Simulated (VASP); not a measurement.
# MgO (F-43m) in VASP: further runs

Runs on MgO. Level: PBE. Tasks: single point.

All numbers are computed with VASP 6.6.1; they aren't measurements. Logs are shortened: lines on timing, memory, paths and dates and some standing lists are left out, and cuts for length are marked.

**1. The cell of the first run**

The structure is cubic, space group F-43m (No. 216). Conventional cell: a = 4.612 Å, b = 4.612 Å, c = 4.612 Å, α = 90.00°, β = 90.00°, γ = 90.00°. Within 2.6 Å of Mg (site symmetry -43m) lie 4 O at 2.00 Å. Within 2.6 Å of O (site symmetry -43m) lie 4 Mg at 2.00 Å.

**2. Single point, PBE**

INCAR reads:

```
PREC = Accurate
ENCUT = 520
EDIFF = 1E-6
ISMEAR = 0
SIGMA = 0.02
LREAL = False
LASPH = True
NELM = 60
ALGO = Normal
ISIF = 2
LWAVE = False
LCHARG = False
GGA = PE
NBANDS = 11
```

KPOINTS reads:

```
regular mesh
0
Gamma
  8 8 8
```

POSCAR reads:

```
MgO
1.0
    0.0000000000      2.3061620622      2.3061620622
    2.3061620622      0.0000000000      2.3061620622
    2.3061620622      2.3061620622      0.0000000000
Mg O
1 1
Direct
    0.5000000000      0.5000000000      0.5000000000
    0.2500000000      0.2500000000      0.2500000000
```

Potentials or basis: VASP PAW PBE potentials, release 64 (Mg, O).

Command:

```console
cat potpaw_PBE.64/Mg/POTCAR potpaw_PBE.64/O/POTCAR > POTCAR
mpirun -np 1 vasp_std > vasp.out
```

OUTCAR:

```text
PREC = Accurate
   ENCUT = 520
   EDIFF = 1E-6
   ISMEAR = 0
   LREAL = False
   LASPH = True
   NELM = 60
   ISIF = 2
   GGA = PE

 ion  position               nearest neighbor table
   1  0.500  0.500  0.500-   2 2.00   2 2.00   2 2.00   2 2.00
   2  0.250  0.250  0.250-   1 2.00   1 2.00   1 2.00   1 2.00

  LATTYP: Found a face centered cubic cell.
 ALAT       =     4.6123241244

  Lattice vectors:

 A1 = (   0.0000000000,   2.3061620622,   2.3061620622)
 A2 = (   2.3061620622,   0.0000000000,   2.3061620622)
 A3 = (   2.3061620622,   2.3061620622,   0.0000000000)

Analysis of symmetry for initial positions (statically):
=====================================================================
 Subroutine PRICEL returns:
 Original cell was already a primitive cell.

 Routine SETGRP: Setting up the symmetry group for a
 face centered cubic supercell.

 Subroutine GETGRP returns: Found 24 space group operations
 (whereof 24 operations were pure point group operations)
 out of a pool of 48 trial point group operations.

The static configuration has the point symmetry T_d .

Analysis of symmetry for dynamics (positions and initial velocities):
=====================================================================
 Subroutine PRICEL returns:
 Original cell was already a primitive cell.

 Routine SETGRP: Setting up the symmetry group for a
 face centered cubic supercell.

 Subroutine GETGRP returns: Found 24 space group operations
 (whereof 24 operations were pure point group operations)
 out of a pool of 48 trial point group operations.

The dynamic configuration has the point symmetry T_d .

 Subroutine INISYM returns: Found 24 space group operations
 (whereof 24 operations are pure point group operations),
 and found     1 'primitive' translations

----------------------------------------------------------------------------------------

                                     Primitive cell

  volume of cell :      24.5301

  direct lattice vectors                    reciprocal lattice vectors
     0.000000000  2.306162062  2.306162062    -0.216810435  0.216810435  0.216810435
     2.306162062  0.000000000  2.306162062     0.216810435 -0.216810435  0.216810435
     2.306162062  2.306162062  0.000000000     0.216810435  0.216810435 -0.216810435

  length of vectors
     3.261405665  3.261405665  3.261405665     0.375526689  0.375526689  0.375526689

  position of ions in fractional coordinates (direct lattice)
     0.500000000  0.500000000  0.500000000
     0.250000000  0.250000000  0.250000000

  ion indices of the primitive-cell ions
   primitive index   ion index
                 1           1
                 2           2

----------------------------------------------------------------------------------------

 KPOINTS: regular mesh

Automatic generation of k-mesh.
 Grid dimensions read from file:
 generate k-points for:    8    8    8

 Generating k-lattice:

  Cartesian coordinates                     Fractional coordinates (reciprocal lattice)
    -0.027101304  0.027101304  0.027101304     0.125000000  0.000000000  0.000000000
     0.027101304 -0.027101304  0.027101304     0.000000000  0.125000000  0.000000000
     0.027101304  0.027101304 -0.027101304     0.000000000  0.000000000  0.125000000

  Length of vectors
     0.046940836  0.046940836  0.046940836

  Shift w.r.t. Gamma in fractional coordinates (k-lattice)
     0.000000000  0.000000000  0.000000000

 Subroutine IBZKPT returns following result:
 ===========================================

 Found     29 irreducible k-points:

 Following reciprocal coordinates:
            Coordinates               Weight
  0.000000  0.000000  0.000000      1.000000
  0.125000  0.000000  0.000000      8.000000
  0.250000  0.000000  0.000000      8.000000
  0.375000  0.000000  0.000000      8.000000
  0.500000  0.000000  0.000000      4.000000
  0.125000  0.125000  0.000000      6.000000
[... 16 lines left out ...]
  0.500000  0.250000  0.125000     48.000000
 -0.375000  0.250000  0.125000     24.000000
 [... further k-points ...]
   k-points           NKPTS =     29   k-points in BZ     NKDIM =     29   number of bands    NBANDS=     11
   number of dos      NEDOS =    301   number of ions     NIONS =      2
   total plane-waves  NPLWV =  13824
   dimension x,y,z NGX =    24 NGY =   24 NGZ =   24
   dimension x,y,z NGXF=    48 NGYF=   48 NGZF=   48
   ions per type =               1   1
   NGX,Y,Z   is equivalent  to a cutoff of  12.23, 12.23, 12.23 a.u.
   NGXF,Y,Z  is equivalent  to a cutoff of  24.47, 24.47, 24.47 a.u.
 SYSTEM =  unknown system
   PREC   = accura    normal or accurate (medium, high low for compatibility)
   ISTART =      0    job   : 0-new  1-cont  2-samecut
   ICHARG =      2    charge: 1-file 2-atom 10-const
   ISPIN  =      1    spin polarized calculation?
   LNONCOLLINEAR =      F non collinear calculations
   LSORBIT =      F    spin-orbit coupling
   LASPH  =      T    aspherical Exc in radial PAW
   ENCUT  =  520.0 eV  38.22 Ry    6.18 a.u.   6.06  6.06  6.06*2*pi/ulx,y,z
   NELM   =     60;   NELMIN=  2; NELMDL= -5     # of ELM steps
   EDIFF  = 0.1E-05   stopping-criterion for ELM
   LREAL  =      F    real-space projection
   EDIFFG = 0.1E-04   stopping-criterion for IOM
   NSW    =      0    number of steps for IOM
   IBRION =     -1    ionic relax: 0-MD 1-quasi-New 2-CG
   NFREE  =      0    steps in history (QN), initial steepest desc. (CG)
   ISIF   =      2    stress and relaxation
   ISYM   =      2    0-nonsym 1-usesym 2-fastsym
   POTIM  = 0.5000    time-step for ionic-motion
   TEBEG  =    0.0;   TEEND  =   0.0 temperature during run
   PSTRESS=    0.0 pullay stress
   NELECT =       8.0000    total number of electrons
   NUPDOWN=      -1.0000    fix difference up-down
   EMIN   =  10.00;   EMAX   =-10.00  energy-range for DOS
   EFERMI =   0.00;   METHOD = LEGACY
   ISMEAR =     0;   SIGMA  =   0.02  broadening in eV -4-tet -1-fermi 0-gaus
   EFERMI_NEDOS =   21; number of points for ismear=-14 and -15
   IALGO  =     38    algorithm
   IMIX   =      4    mixing-type and parameters
     AMIX     =   0.40;   BMIX     =  1.00
     AMIX_MAG =   1.60;   BMIX_MAG =  1.00
  volume/ion in A,a.u.               =      12.27        82.77
  Fermi-wavevector in a.u.,A,eV,Ry     =   1.126864  2.129465 17.276997  1.269823
  Thomas-Fermi vector in A             =   2.263548
   LORBIT       =      0    0 simple, 1 ext, 2 COOP (PROOUT), +10 PAW based schemes
   GGA     = PE    functional components
   LHFCALC =     F    Hartree Fock is set to
   AEXX    =    0.0000 exact exchange contribution
   IVDW    =     0    specifies the selected vdW correction
   LEPSILON=     F    determine dielectric tensor
   LRPA    =     F    only Hartree local field effects (RPA)
 non-spin polarized calculation
 Gauss-broadening in eV      SIGMA  =   0.02
  energy-cutoff  :      520.00
  volume of cell :       24.53
 maximum number of plane-waves:       684
   NGX = 13   NGY = 13   NGZ = 13

 number of electron       8.0000001 magnetization

 Free energy of the ion-electron system (eV)
  ---------------------------------------------------
  ext. energy  EPLUGINS =         0.00000000
  ---------------------------------------------------
  free energy    TOTEN  =       -11.70111961 eV

  energy without entropy =      -11.70111961  energy(sigma->0) =      -11.70111961

 E-fermi :   0.7807     XC(G=0):  -9.5856

 val. band max:        0.6274874641   @ k =   0.0000   0.0000   0.0000
 cond. band min:       4.0925480402   @ k =   0.0000   0.0000   0.0000
 fundamental gap:      3.4650605761
 Fermi energy:         0.7806508355

 k-point     1 :       0.0000    0.0000    0.0000
  band No.  band energies     occupation
      1     -15.1834      2.00000
      2       0.6275      2.00000
      3       0.6275      2.00000
      4       0.6275      2.00000
      5       4.0925      0.00000
      6      17.0967      0.00000
      7      17.0967      0.00000
      8      17.0967      0.00000
      9      20.6493      0.00000
     10      20.6505      0.00000
     11      20.6820      0.00000

 k-point     2 :       0.1250    0.0000    0.0000
  band No.  band energies     occupation
      1     -15.0978      2.00000
      2      -0.0501      2.00000
      3       0.5998      2.00000
      4       0.5998      2.00000
      5       4.9039      0.00000
      6      15.8089      0.00000
      7      17.0326      0.00000
      8      17.0326      0.00000
      9      19.0760      0.00000
     10      19.0760      0.00000
     11      19.9975      0.00000

 k-point     3 :       0.2500    0.0000    0.0000
  band No.  band energies     occupation
      1     -14.8833      2.00000
      2      -1.1703      2.00000
      3       0.5344      2.00000
      4       0.5344      2.00000
      5       6.4208      0.00000
      6      13.5533      0.00000
      7      16.1672      0.00000
      8      16.1672      0.00000
      9      19.5006      0.00000
     10      19.5006      0.00000
     11      19.5296      0.00000

 k-point     4 :       0.3750    0.0000    0.0000
  band No.  band energies     occupation
      1     -14.6567      2.00000
      2      -2.0174      2.00000
      3       0.4709      2.00000
      4       0.4709      2.00000
      5       7.9763      0.00000
      6      11.4797      0.00000
      7      15.3162      0.00000
      8      15.3162      0.00000
      9      19.6481      0.00000
     10      20.9657      0.00000
     11      20.9657      0.00000

 k-point     5 :       0.5000    0.0000    0.0000
  band No.  band energies     occupation
      1     -14.5586      2.00000
      2      -2.3287      2.00000
      3       0.4452      2.00000
      4       0.4452      2.00000
      5       9.1924      0.00000
      6      10.0753      0.00000
      7      15.0109      0.00000
      8      15.0109      0.00000
      9      19.8707      0.00000
     10      21.9392      0.00000
     11      21.9392      0.00000
[... 211 lines left out ...]
 k-point    21 :       0.5000    0.5000    0.0000
  band No.  band energies     occupation
      1     -14.3743      2.00000
      2      -1.8150      2.00000
      3      -0.0982      2.00000
      4      -0.0982      2.00000
      5       6.8082      0.00000
      6      12.0158      0.00000
      7      14.2890      0.00000
      8      16.9275      0.00000
      9      16.9275      0.00000
     10      22.0666      0.00000
     11      26.8365      0.00000

 k-point    22 :       0.3750    0.2500    0.1250
  band No.  band energies     occupation
      1     -14.7242      2.00000
      2      -1.3467      2.00000
      3       0.0435      2.00000
      4       0.4013      2.00000
      5       7.2729      0.00000
      6      12.8752      0.00000
      7      14.2214      0.00000
      8      16.1984      0.00000
      9      17.9554      0.00000
     10      21.6761      0.00000
     11      23.2091      0.00000

 k-point    23 :       0.5000    0.2500    0.1250
  band No.  band energies     occupation
      1     -14.5426      2.00000
      2      -1.7200      2.00000
      3      -0.2509      2.00000
      4       0.2827      2.00000
      5       8.3702      0.00000
      6      11.4818      0.00000
      7      13.7936      0.00000
      8      15.6627      0.00000
      9      19.1361      0.00000
     10      21.7068      0.00000
     11      23.6934      0.00000

 k-point    24 :      -0.3750    0.2500    0.1250
  band No.  band energies     occupation
      1     -14.4652      2.00000
      2      -1.8637      2.00000
      3      -0.3524      2.00000
      4       0.2132      2.00000
      5       9.0321      0.00000
      6      10.6740      0.00000
      7      13.7767      0.00000
      8      15.4594      0.00000
      9      20.0619      0.00000
     10      21.1140      0.00000
     11      24.1532      0.00000

 [... further k-points ...]

------------------------ aborting loop because EDIFF is reached ----------------------------------------

  FORCE on cell =-STRESS in cart. coord.  units (eV):
  Direction    XX          YY          ZZ          XY          YZ          ZX
  --------------------------------------------------------------------------------------
  -------------------------------------------------------------------------------------
  Total       -0.0604234     -0.0604234     -0.0604234      0.0000000      0.0000000      0.0000000
  in kB       -3.9465406     -3.9465406     -3.9465406      0.0000000      0.0000000      0.0000000
  external PRESSURE =      -3.9465406 kB  Pullay stress =       0.0000000 kB

 VOLUME and BASIS-vectors are now :
 -----------------------------------------------------------------------------
  energy-cutoff  :      520.00
  volume of cell :       24.53
      direct lattice vectors                 reciprocal lattice vectors
     0.000000000  2.306162062  2.306162062    -0.216810435  0.216810435  0.216810435
     2.306162062  0.000000000  2.306162062     0.216810435 -0.216810435  0.216810435
     2.306162062  2.306162062  0.000000000     0.216810435  0.216810435 -0.216810435

 POSITION                                       TOTAL-FORCE (eV/Angst)
 -----------------------------------------------------------------------------------
      2.30616      2.30616      2.30616        -0.000000     -0.000000     -0.000000
      1.15308      1.15308      1.15308         0.000000      0.000000      0.000000
 -----------------------------------------------------------------------------------
    total drift:                                0.000000      0.000000      0.000000

  FREE ENERGIE OF THE ION-ELECTRON SYSTEM (eV)
  ---------------------------------------------------
  free  energy   TOTEN  =       -11.7011196104 eV

  energy  without entropy=      -11.7011196104  energy(sigma->0) =      -11.70111961
```

Run time: 6.4 s. Hardware: 1 thread of Intel Xeon 8259CL, shared host; peak memory 0.14 GiB.

What came out:

| Quantity | Value |
| --- | --- |
| Free energy | -11.7011 eV |
| Pressure | -0.4 GPa |
| Band gap on the k mesh | 3.46 eV, direct |

Levels at points of the mesh, in eV from the valence-band top:
```tsv
k point	band 2	band 3	band 4	band 5	band 6	band 7
(0.00, 0.00, 0.00)	0.00	0.00	0.00	3.47	16.47	16.47
(0.50, 0.00, 0.00)	-2.96	-0.18	-0.18	8.56	9.45	14.38
(0.50, 0.50, 0.00)	-2.44	-0.73	-0.73	6.18	11.39	13.66
```

**3. Single point, PBE**

INCAR reads:

```
SYSTEM = MgO
PREC = Accurate ; ENCUT = 520
EDIFF = 1E-6 ; ISMEAR = 0
SIGMA = 0.01 ; LREAL = .False.
LASPH = .True. ; NELM = 80
ALGO = Normal ; ISIF = 2
LWAVE = .False. ; LCHARG = .True.
GGA = PE ; LELF = .True.
LVHAR = .True. ; NBANDS = 11
```

KPOINTS reads:

```
regular mesh
0
Gamma
  8 8 8
  0 0 0
```

POSCAR is that of step 2.

Potentials or basis: VASP PAW PBE potentials, release 64 (Mg, O).

Command:

```console
cat potpaw_PBE.64/Mg/POTCAR potpaw_PBE.64/O/POTCAR > POTCAR
mpirun -np 1 vasp_std > vasp.out
```

Wall time 6.1 s (1 thread of Intel Xeon 8259CL, shared host); peak memory 0.14 GiB.

The run converged. Its results:

```
Free energy            : -11.7011 eV
Pressure               : -0.4 GPa
Band gap on the k mesh : 3.46 eV, direct
```

Levels at points of the mesh, in eV from the valence-band top:
```tsv
k point	band 1	band 2	band 3	band 4	band 5	band 6	band 7	band 8
(0.00, 0.00, 0.00)	-15.81	0.00	0.00	0.00	3.47	16.47	16.47	16.47
(0.50, 0.00, 0.00)	-15.19	-2.96	-0.18	-0.18	8.56	9.45	14.38	14.38
(0.50, 0.50, 0.00)	-15.00	-2.44	-0.73	-0.73	6.18	11.39	13.66	16.30
```

PBE gaps usually lie below the measured ones, often by a third to a half.

(Continued in part 2 of 2.)
